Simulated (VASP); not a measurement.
Here is a VASP 6.6.1 calculation.

The input INCAR:

```
SYSTEM = TaSi2
  PREC = Accurate
  ENCUT = 600
  EDIFF = 1E-7
  ISMEAR = -1
  SIGMA = 0.15
  LREAL = .FALSE.
  LASPH = .TRUE.
  NELM = 80
  ALGO = Fast
  ISIF = 3
  LWAVE = .FALSE.
  LCHARG = .FALSE.
  GGA = CA
  IBRION = 2
  NSW = 80
  EDIFFG = -0.001
```

The input KPOINTS:

```
regular mesh
0
G
  12 12 8
  0 0 0
```

POSCAR

```
TaSi2
1.0
    4.7345999696      0.0000000029      0.0000000000
   -2.3672999873      4.1002838490      0.0000000000
    0.0000000000      0.0000000000      6.5143461540
Ta Si
3 6
Direct
    0.0000000000      0.5000000000      0.3333333333
    0.5000000000      0.5000000000      0.6666666667
    0.5000000000      0.0000000000      0.0000000000
    0.8406787339      0.6813574678      0.0000000000
    0.1593212661      0.8406787339      0.6666666667
    0.6813574678      0.8406787339      0.3333333333
    0.1593212661      0.3186425322      0.0000000000
    0.8406787339      0.1593212661      0.6666666667
    0.3186425322      0.1593212661      0.3333333333
```

Potentials or basis: VASP PAW LDA potentials, release 64 (Ta_pv, Si).

Launch:

```sh
$ cat potpaw_LDA.64/Ta_pv/POTCAR potpaw_LDA.64/Si/POTCAR > POTCAR
$ mpirun -np 1 vasp_std > vasp.out
```

Estimate the band gap on the k mesh.

zero (an odd number of electrons rules out a gap without spin polarisation).

Estimate the relaxed cell.

a = 4.736 Å, b = 4.736 Å, c = 6.531 Å, α = 90.00°, β = 90.00°, γ = 120.00°.

Final structure:
```
Ta Si
1.0
     4.73597    0.00000    0.00000
    -2.36799    4.10147    0.00000
     0.00000    0.00000    6.53052
Ta Si
3 6
Direct
  0.00000 0.50000 0.33333
  0.50000 0.50000 0.66667
  0.50000 0.00000 0.00000
  0.84025 0.68050 0.00000
  0.15975 0.84025 0.66667
  0.68050 0.84025 0.33333
  0.15975 0.31950 0.00000
  0.84025 0.15975 0.66667
  0.31950 0.15975 0.33333
```

Caveat: spin-orbit coupling is left out, which moves the levels of the heavy elements; an odd number of electrons without spin polarisation forces a metal; a magnetic or distorted state may lie lower.
